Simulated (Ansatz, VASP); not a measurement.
One calculation of Sb, two programs

POSCAR

```
Sb
1.0
    0.0000000000      2.3712425216      2.3712425216
    2.3712425216      0.0000000000      2.3712425216
    2.3712425216      2.3712425216      0.0000000000
Sb
1
Direct
    0.0000000000      0.0000000000      0.0000000000
```

The input INCAR.step1:

```
PREC = Accurate
ENCUT = 500
EDIFF = 1E-5
ISMEAR = -1
SIGMA = 0.05
LREAL = F
LASPH = T
NELM = 120
ALGO = Normal
LWAVE = T
LCHARG = F
GGA = PE
NBANDS = 14
GGA_COMPAT = F
IBRION = 2
ISIF = 3
EDIFFG = -0.005
NELMIN = 4
NSW = 100
```

File INCAR.step2:

```
PREC = Accurate
ENCUT = 500
EDIFF = 1E-7
ISMEAR = -1
SIGMA = 0.05
LREAL = F
LASPH = T
NELM = 120
ALGO = Normal
ISIF = 3
LWAVE = F
LCHARG = F
GGA = PS
LHFCALC = T
AEXX = 0.25
PRECFOCK = Normal
IBRION = 2
NSW = 60
EDIFFG = -0.01
ISTART = 1
GGA_COMPAT = F
NELMIN = 4
```

File KPOINTS:

```
Automatic mesh
0
Gamma
  5 5 5
```

The input input:

```
crystal:
  lattice:
    - [0.0, 2.3712425216, 2.3712425216]
    - [2.3712425216, 0.0, 2.3712425216]
    - [2.3712425216, 2.3712425216, 0.0]
  atoms:
    - { symbol: Sb, position: [0.0, 0.0, 0.0] }
hamiltonian:
  xc: { exchange: pbesol, correlation: pbesol, exx: { coeff: 0.25 } }
  pseudopotentials: { kind: paw }
kpoints:
  mp_grid: { grid: [5, 5, 5] }
scf:
  occupations: { method: fermi_dirac, width: 0.05 }
output:
  forces: true
  stress: true
  eigenvalues: true
relax:
  f_tol: 0.01
  max_steps: 40
  cell: { stress_tol: 0.05 }
```

Alike in both runs: task relaxation of cell and atoms; functional PBEsol-based global hybrid with a share of 0.25 of exact exchange; k mesh 5 × 5 × 5; occupations fermi-dirac, width 0.05 eV; no spin polarisation.

|  | VASP | Ansatz |
| --- | --- | --- |
| version | VASP 6.6.1 | Ansatz 0.2.0 |
| potentials or method | VASP PAW PBE potentials, release 64 (Sb_d_GW) | Ansatz PAW |
| plane-wave cutoff (eV) | 500 | 420 |
| valence electrons in the cell | 15 | 15 |

VASP gave:

| Quantity | Value |
| --- | --- |
| gap on the k mesh at the Fermi level, each at its own relaxed structure (eV) | none |
| relaxed volume (Å³/atom) | 25.78 |
| relaxed length of the cell vector where the two differ most in proportion (Å) | 3.316 |

What did Ansatz give for the same quantities?

gap on the k mesh at the Fermi level, each at its own relaxed structure (eV): none; relaxed volume (Å³/atom): 25.85; relaxed length of the cell vector where the two differ most in proportion (Å): 3.319.

VASP's potentials were made for PBE, not for PBEsol-based global hybrid. A gap of «none» marks a metal or a gap that the smearing closes.

The k mesh is coarse, so the values compare programs but aren't converged. Spin-orbit coupling is off throughout. Noted on Ansatz's run: the plane-wave basis is chosen anew once the cell has moved, so the energies of steps on either side of that aren't comparable.
